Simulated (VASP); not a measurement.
**BaS: single point with PBEsol**

System: BaS, a wire with vacuum.

```
CELL_PARAMETERS angstrom
12.00000 0.00000 0.00000
0.00000 9.30000 0.00000
0.00000 0.00000 5.89762
ATOMIC_POSITIONS crystal
Ba 0.37624 0.50000 0.00000
Ba 0.62376 0.50000 0.50000
S 0.38479 0.50000 0.50000
S 0.61521 0.50000 0.00000
```

| Item | Value |
| --- | --- |
| Program | VASP 6.6.1 |
| Task | single point |
| Functional | PBEsol |
| Potentials or basis | VASP PAW PBE potentials, release 64 (Ba_sv, S) |
| Cutoff | 520 eV |
| k mesh | 1 × 1 × 12 |
| Occupations | gaussian, width 0.05 eV |
| Spin | collinear spin |
| Starting moments | [0.5, 0.5, 0.5, 0.5] μB |

```
Largest force                                         : 0.104 eV/Å
Band gap on the k mesh                                : 1.90 eV
Net moment                                            : 0.00 μB per cell
Valence electrons inside the program's atomic spheres : Ba 7.96; S 3.73
```

Forces on the atoms (eV/Å):
```
Ba  -0.104  0.000  0.000
Ba   0.104  0.000  0.000
S   -0.094  0.000  0.000
S    0.094  0.000  0.000
```

Levels at points of the mesh, in eV from the valence-band top:
Spin up:
| k point | band 13 | band 14 | band 15 | band 16 | band 17 | band 18 | band 19 | band 20 |
| --- | --- | --- | --- | --- | --- | --- | --- | --- |
| (0.00, 0.00, 0.00) | -0.86 | -0.61 | -0.36 | 0.00 | 1.90 | 2.84 | 2.90 | 2.92 |
| (0.00, 0.00, 0.50) | -1.02 | -1.02 | -1.02 | -1.02 | 2.74 | 2.74 | 3.55 | 3.55 |
Spin down:
```tsv
k point	band 13	band 14	band 15	band 16	band 17	band 18	band 19	band 20
(0.00, 0.00, 0.00)	-0.86	-0.61	-0.36	0.00	1.90	2.84	2.90	2.92
(0.00, 0.00, 0.50)	-1.02	-1.02	-1.02	-1.02	2.74	2.74	3.55	3.55
```

Wall time 6.6 min on 1 thread of AMD EPYC 7R13 Processor (Zen 3) (shared host), peak memory 0.91 GiB.

Caveat: the PAW data sets were made with another functional, which shifts forces and pressure a little; spin-orbit coupling is left out, which moves the levels of the heavy elements.
